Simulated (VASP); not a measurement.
# TePb (rocksalt type) (Fm-3m) in VASP: notebook, part 2 of 2

VASP 6.6.1. The steps go on from the part before.

## Step 4: Single point, PBE (volume scaled by 0.64)

INCAR

```
ALGO = Normal
EDIFF = 1E-7
ENCUT = 520
GGA = PE
ISIF = 2
ISMEAR = -1
LASPH = True
LCHARG = False
LREAL = False
LWAVE = False
NBANDS = 17
NELM = 60
PREC = Accurate
SIGMA = 0.1
```

KPOINTS

```
k-points
0
Gamma
  11 11 11
```

POSCAR

```
TePb
1.0
    0.0000000000      2.8297342018      2.8297342018
    2.8297342018      0.0000000000      2.8297342018
    2.8297342018      2.8297342018      0.0000000000
Pb Te
1 1
Direct
    0.0000000000      0.0000000000      0.0000000000
    0.5000000000      0.5000000000      0.5000000000
```

Potentials or basis: VASP PAW PBE potentials, release 64 (Pb_d, Te).

Launch:

```sh
cat potpaw_PBE.64/Pb_d/POTCAR potpaw_PBE.64/Te/POTCAR > POTCAR
mpirun -np 1 vasp_std > vasp.out
```

OUTCAR:

```text
EDIFF = 1E-7
   ENCUT = 520
   GGA = PE
   ISIF = 2
   ISMEAR = -1
   LASPH = True
   LREAL = False
   NELM = 60
   PREC = Accurate

 ion  position               nearest neighbor table
   1  0.000  0.000  0.000-   2 2.83   2 2.83   2 2.83   2 2.83   2 2.83   2 2.83
   2  0.500  0.500  0.500-   1 2.83   1 2.83   1 2.83   1 2.83   1 2.83   1 2.83

  LATTYP: Found a face centered cubic cell.
 ALAT       =     5.6594684036

  Lattice vectors:

 A1 = (   0.0000000000,   2.8297342018,   2.8297342018)
 A2 = (   2.8297342018,   0.0000000000,   2.8297342018)
 A3 = (   2.8297342018,   2.8297342018,   0.0000000000)

Analysis of symmetry for initial positions (statically):
=====================================================================
 Subroutine PRICEL returns:
 Original cell was already a primitive cell.

 Routine SETGRP: Setting up the symmetry group for a
 face centered cubic supercell.

 Subroutine GETGRP returns: Found 48 space group operations
 (whereof 48 operations were pure point group operations)
 out of a pool of 48 trial point group operations.

The static configuration has the point symmetry O_h .
[... 158 lines left out ...]

  energy without entropy =       -5.02234285  energy(sigma->0) =       -5.02756130

 E-fermi :  11.9132     XC(G=0): -11.2211

 val. band max:       11.8699724312   @ k =  -0.2727   0.0909   0.0000
 cond. band min:      11.9436489512   @ k =   0.4545   0.0000   0.0000
 fundamental gap:      0.0736765200
 Fermi energy:        11.9131724744

 k-point     1 :       0.0000    0.0000    0.0000
  band No.  band energies     occupation
      1      -6.0952      2.00000
      2      -6.0952      2.00000
      3      -6.0403      2.00000
      4      -6.0403      2.00000
      5      -6.0403      2.00000
      6      -4.3311      2.00000
[... 457 lines left out ...]
      4      -6.0032      2.00000
      5      -5.9962      2.00000
      6      -3.0826      2.00000
[... 9 lines left out ...]
     16      20.7177      0.00000
     17      21.0444      0.00000

 [... further k-points ...]

------------------------ aborting loop because EDIFF is reached ----------------------------------------

  FORCE on cell =-STRESS in cart. coord.  units (eV):
  Direction    XX          YY          ZZ          XY          YZ          ZX
  --------------------------------------------------------------------------------------
  -------------------------------------------------------------------------------------
  Total       13.2481266     13.2481266     13.2481266      0.0000000      0.0000000     -0.0000000
  in kB      468.3797667    468.3797667    468.3797667      0.0000000      0.0000000     -0.0000000
  external PRESSURE =     468.3797667 kB  Pullay stress =       0.0000000 kB

 VOLUME and BASIS-vectors are now :
 -----------------------------------------------------------------------------
  energy-cutoff  :      520.00
  volume of cell :       45.32
      direct lattice vectors                 reciprocal lattice vectors
     0.000000000  2.829734202  2.829734202    -0.176695041  0.176695041  0.176695041
     2.829734202  0.000000000  2.829734202     0.176695041 -0.176695041  0.176695041
     2.829734202  2.829734202  0.000000000     0.176695041  0.176695041 -0.176695041

 POSITION                                       TOTAL-FORCE (eV/Angst)
 -----------------------------------------------------------------------------------
      0.00000      0.00000      0.00000         0.000000      0.000000     -0.000000
      2.82973      2.82973      2.82973        -0.000000     -0.000000      0.000000
 -----------------------------------------------------------------------------------
    total drift:                               -0.000000      0.000000      0.000000

  FREE ENERGIE OF THE ION-ELECTRON SYSTEM (eV)
  ---------------------------------------------------
  free  energy   TOTEN  =        -5.0327797452 eV

  energy  without entropy=       -5.0223428536  energy(sigma->0) =       -5.02756130
```

OSZICAR:

```text
N       E                     dE             d eps       ncg     rms          rms(c)
DAV:   1     0.156299564105E+03    0.15630E+03   -0.96210E+03  1912   0.128E+03
DAV:   2     0.433082928696E+01   -0.15197E+03   -0.14777E+03  2028   0.322E+02
DAV:   3    -0.486869339864E+01   -0.91995E+01   -0.90664E+01  2520   0.846E+01
DAV:   4    -0.509087358431E+01   -0.22218E+00   -0.22202E+00  2420   0.132E+01
DAV:   5    -0.510041994434E+01   -0.95464E-02   -0.95460E-02  2736   0.270E+00    0.100E+01
DAV:   6    -0.504564288928E+01    0.54777E-01   -0.61251E-02  2891   0.279E+00    0.615E+00
DAV:   7    -0.503397391478E+01    0.11669E-01   -0.54900E-02  2602   0.188E+00    0.492E-01
DAV:   8    -0.503267069289E+01    0.13032E-02   -0.78787E-03  2610   0.102E+00    0.292E-01
DAV:   9    -0.503278819822E+01   -0.11751E-03   -0.63487E-04  2302   0.155E-01    0.639E-02
DAV:  10    -0.503277925456E+01    0.89437E-05   -0.18543E-05  2614   0.394E-02    0.169E-02
DAV:  11    -0.503277955503E+01   -0.30048E-06   -0.65357E-06  2167   0.158E-02    0.376E-03
DAV:  12    -0.503277975641E+01   -0.20138E-06   -0.16664E-07  2365   0.280E-03    0.184E-03
DAV:  13    -0.503277974521E+01    0.11198E-07   -0.60828E-08  1591   0.186E-03
   1 F= -.50327797E+01 E0= -.50275613E+01  d E =-.104369E-01
```

stdout:

```text
POSCAR found type information on POSCAR PbTe
 POSCAR found :  2 types and       2 ions
 scaLAPACK will be used
 LDA part: xc-table for (Slater+PW92), standard interpolation
 POSCAR, INCAR and KPOINTS ok, starting setup
 FFT: planning ... GRIDC
 FFT: planning ... GRID_SOFT
 FFT: planning ... GRID
 WAVECAR not read
 entering main loop
```

Wall time 37 s (1 thread of Intel Xeon Platinum 8259CL at 2.50GHz (Skylake/Cascade Lake), shared host); peak memory 0.19 GiB.

What came out:

- Free energy: -5.0328 eV
- Pressure: 46.8 GPa

Levels at points of the mesh, in eV from the Fermi level:
| k point | band 6 | band 7 | band 8 | band 9 | band 10 | band 11 | band 12 | band 13 | band 14 | band 15 |
| --- | --- | --- | --- | --- | --- | --- | --- | --- | --- | --- |
| (0.00, 0.00, 0.00) | -16.24 | -4.10 | -3.12 | -3.12 | -3.12 | 4.31 | 4.31 | 4.31 | 4.74 | 4.74 |

Caveat: this odd mesh misses L, where the gap lies, so gap, dielectric constants and Born charges aren't listed; spin-orbit coupling is left out, which moves the levels of the heavy elements.
